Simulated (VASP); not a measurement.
Write the native input for VASP 6.6.1 that does the following.

```
Task                   : relaxation of shape and atoms at fixed volume
Functional             : PBE
Potentials or basis    : VASP PAW PBE potentials, release 64 (V_sv, N)
Cutoff                 : 600 eV
k mesh                 : 12 × 12 × 12
Occupations            : gaussian, width 0.1 eV
Spin                   : no spin polarisation
Dipole correction      : no
Further INCAR settings : ALGO = Fast; EDIFF = 1e-06; IBRION = 2; EDIFFG = -0.01; NSW = 50; ISIF = 4
```

The structure of VN2 lies in POSCAR:

```
VN2
1.0
   -2.1746706634      2.1746706634      2.5088391203
    2.1746706634     -2.1746706634      2.5088391203
    2.1746706634      2.1746706634     -2.5088391203
V N
2 4
Direct
    0.2500000000      0.2500000000      0.0000000000
    0.7500000000      0.7500000000      0.0000000000
    0.1135731475      0.6135731475      0.7271462950
    0.6135731475      0.8864268525      0.5000000000
    0.8864268525      0.3864268525      0.2728537050
    0.3864268525      0.1135731475      0.5000000000
```

These files were run (other wordings do the same):

INCAR

```
PREC = Accurate ; ENCUT = 600
EDIFF = 1E-6 ; ISMEAR = 0
SIGMA = 0.1 ; LREAL = F
LASPH = T ; NELM = 80
ALGO = Fast ; ISIF = 4
LWAVE = F ; LCHARG = F
GGA = PE ; IBRION = 2
NSW = 50 ; EDIFFG = -0.01
```

KPOINTS

```
Automatic mesh
0
Gamma
  12 12 12
```

Potentials or basis: VASP PAW PBE potentials, release 64 (V_sv, N).

Launch:

```sh
$ cat potpaw_PBE.64/V_sv/POTCAR potpaw_PBE.64/N/POTCAR > POTCAR
$ mpirun -np 1 vasp_std > vasp.out
```

It gave:

```
Energy gained by relaxing : 0.3 meV/atom
Ionic steps               : 5
Pressure after relaxing   : -8.2 GPa
Band gap on the k mesh    : zero (bands 23 and 24 overlap by 0.34 eV)
```

Caveat: the run has no spin polarisation, though such a crystal can be magnetic.

Run time: 16 min on 1 thread of Oxide Virtual Turin-like Processor, on a shared host, peak memory 0.31 GiB.
